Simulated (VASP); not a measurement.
Here is a VASP 6.6.1 calculation.

Contents of INCAR:

```
SYSTEM = Be3GeTe
PREC = Accurate
ENCUT = 520
EDIFF = 1E-8
ISMEAR = -1
SIGMA = 0.15
LREAL = .FALSE.
LASPH = .TRUE.
NELM = 80
ALGO = Normal
ISIF = 2
LWAVE = .FALSE.
LCHARG = .TRUE.
GGA = PE
NBANDS = 21
IBRION = 8
NSW = 1
```

File KPOINTS:

```
Automatic mesh
0
G
  8 8 8
  0 0 0
```

The input POSCAR:

```
Be3GeTe
1.0
    4.6366000000      0.0000000000      0.0000000000
    0.0000000000      4.6366000000      0.0000000000
    0.0000000000      0.0000000000      4.6366000000
Ge Te Be
1 1 3
Direct
    0.0000000000      0.0000000000      0.0000000000
    0.5000000000      0.5000000000      0.5000000000
    0.5000000000      0.5000000000      0.0000000000
    0.5000000000      0.0000000000      0.5000000000
    0.0000000000      0.5000000000      0.5000000000
```

Potentials or basis: VASP PAW PBE potentials, release 64 (Ge_d, Te, Be).

Launch:

```console
$ cat potpaw_PBE.64/Ge_d/POTCAR potpaw_PBE.64/Te/POTCAR potpaw_PBE.64/Be/POTCAR > POTCAR
$ mpirun -np 1 vasp_std > vasp.out
```

Task: What does it give for the highest phonon frequency at Γ, LO-TO splitting left out?

Result: 665 cm⁻¹.

Task: What does it give for the most unstable mode?

Result: 370i cm⁻¹.

Phonon frequencies in cm⁻¹ (negative: imaginary):
```
              q point                                                  frequencies
(0.000, 0.000, 0.000)  -370 -370 -370 -367 -367 -367 -56 -56 -56 0 0 0 665 665 665
```

Caveat: the cell stands under pressure or tension, which shifts response properties; some modes are imaginary.
